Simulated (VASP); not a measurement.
Write the native input for VASP 6.6.1 that does the following.

```
Task                   : single point
Functional             : PBE
Potentials or basis    : VASP PAW PBE potentials, release 64 (Mg, K_sv, H)
Cutoff                 : 520 eV
k mesh                 : 4 × 3 × 3
Occupations            : methfessel-paxton, width 0.15 eV
Spin                   : no spin polarisation
Dipole correction      : no
Further INCAR settings : ALGO = Normal; EDIFF = 1e-07; NBANDS = 21
```

The structure of K2MgH4 lies in POSCAR:

```
K2MgH4
1.0
    4.2865890000      1.4940240000     -0.2591560000
    0.5085950000      5.1830940000      0.8220120000
    0.4466230000     -0.2525010000      5.6813210000
Mg K H
1 2 4
Direct
    0.1883249849      0.4646460664      0.9478587651
    0.8920673289      0.0424024384      0.1703748631
    0.6097594366      0.5963795428      0.5416788940
    0.6882884199      0.5386153512      0.9893878187
    0.1359622244      0.3116666040      0.3871514631
    0.1815061433      0.2841198794      0.6388314365
    0.7486698430      0.0151466972      0.7209336552
```

These files were run (other wordings do the same):

INCAR

```
SYSTEM = K2MgH4
  PREC = Accurate
  ENCUT = 520
  EDIFF = 1E-7
  ISMEAR = 1
  SIGMA = 0.15
  LREAL = .False.
  LASPH = .True.
  NELM = 80
  ALGO = Normal
  ISIF = 2
  LWAVE = .False.
  LCHARG = .True.
  GGA = PE
  LELF = .True.
  LVHAR = .True.
  NBANDS = 21
```

KPOINTS

```
regular mesh
0
Gamma
  4 3 3
  0 0 0
```

Potentials or basis: VASP PAW PBE potentials, release 64 (Mg, K_sv, H).

Launch:

```bash
$ cat potpaw_PBE.64/Mg/POTCAR potpaw_PBE.64/K_sv/POTCAR potpaw_PBE.64/H/POTCAR > POTCAR
$ mpirun -np 1 vasp_std > vasp.out
```

It gave:

```
Pressure               : -0.5 GPa
Largest force          : 1.039 eV/Å
Band gap on the k mesh : zero (band 12 reaches 0.52 eV, above the bottom of band 13 at 0.45 eV)
```

Caveat: the k points lie up to 0.44 Å⁻¹ apart.

Wall time 57 s on 1 thread of AMD EPYC 7R13 Processor (Zen 3), on a shared host, peak memory 0.22 GiB.
